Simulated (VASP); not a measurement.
A run of VASP 6.6.1 is set up as follows.

The input INCAR:

```
SYSTEM = HC12
PREC     = Accurate       ! precision mode
ENCUT    = 520            ! plane-wave cutoff, eV
EDIFF    = 1E-6           ! SCF threshold, eV
ISMEAR   = 0              ! smearing method
SIGMA    = 0.05           ! smearing width, eV
LREAL    = Auto         
LASPH    = .TRUE.         ! aspherical terms in the spheres
NELM     = 60             ! most SCF steps
ALGO     = Normal         ! electronic algorithm
ISIF     = 2              ! what is computed and relaxed
LWAVE    = .FALSE.        ! write WAVECAR
LCHARG   = .FALSE.        ! write CHGCAR
LDIPOL   = .TRUE.       
IDIPOL   = 3            
DIPOL    = 0.5 0.5 0.300
GGA      = CA             ! functional
NBANDS   = 68             ! bands
```

The input KPOINTS:

```
Automatic mesh
0
G
  6 4 1
  0 0 0
```

POSCAR

```
HC12
1.0
    4.8892663280      0.0000000000      0.0000000000
   -2.4446331640      6.7739291692      0.0000000000
    0.0000000000      0.0000000000     22.7684096771
C H
24 2
Direct
    0.4020794403      0.3041588806      0.1756820110
    0.4020794403      0.8041588805      0.1756820110
    0.9020794403      0.3041588806      0.1756820110
    0.9020794403      0.8041588805      0.1756820110
    0.1630408159      0.3260816317      0.2059829668
    0.1630408159      0.8260816317      0.2059829668
    0.6630408159      0.3260816317      0.2059829668
    0.6630408159      0.8260816317      0.2059829668
    0.1846395683      0.3692791367      0.2666259491
    0.1846395683      0.8692791367      0.2666259491
    0.6846395683      0.3692791367      0.2666259491
    0.6846395683      0.8692791367      0.2666259491
    0.4461625696      0.3923265051      0.2960492075
    0.4461625696      0.8923265051      0.2960492075
    0.9461625696      0.3923265051      0.2960492075
    0.9461625696      0.8923265051      0.2960492075
    0.4715644646      0.4431294558      0.3591099590
    0.4715644646      0.9431294558      0.3591099590
    0.9715644646      0.4431294558      0.3591099590
    0.9715644646      0.9431294558      0.3591099590
    0.2327030006      0.4654044969      0.3851129614
    0.2327030006      0.9654044969      0.3851129614
    0.7327030006      0.4654044969      0.3851129614
    0.7327030006      0.9654044969      0.3851129614
    0.2327030006      0.9133323862      0.5168744697
    0.2327030006      1.0174766075      0.5168744697
```

Potentials or basis: VASP PAW LDA potentials, release 64 (C, H).

Command:

```bash
$ cat potpaw_LDA.64/C/POTCAR potpaw_LDA.64/H/POTCAR > POTCAR
$ mpirun -np 1 vasp_std > vasp.out
```

**Question.** Estimate the largest force.

**Answer.** 3.548 eV/Å.

**Question.** Estimate the band gap on the k mesh.

**Answer.** Zero (band 49 reaches -3.61 eV, above the bottom of band 50 at -3.66 eV).

Forces on the atoms (eV/Å):
```
C    0.002  0.297  1.828
C    0.013  0.291  1.803
C    0.003  0.296  1.826
C   -0.009  0.291  1.803
C    0.000 -0.705 -3.476
C   -0.001 -0.703 -3.448
C   -0.001 -0.705 -3.477
C   -0.001 -0.698 -3.435
C   -0.002  0.395  1.552
C   -0.003  0.392  1.533
C   -0.003  0.395  1.551
C   -0.002  0.395  1.546
C    0.002 -0.005  0.018
C   -0.012  0.002  0.031
C    0.000 -0.001  0.017
C    0.015  0.002  0.030
C    0.002 -0.063 -0.041
C    0.009 -0.056  0.006
C    0.002 -0.062 -0.044
C   -0.005 -0.057  0.004
C   -0.004  0.081  0.129
C   -0.004  0.060  0.036
C   -0.002  0.079  0.121
C   -0.001  0.080  0.161
H    0.217 -0.587 -0.032
H   -0.215  0.584 -0.042
```
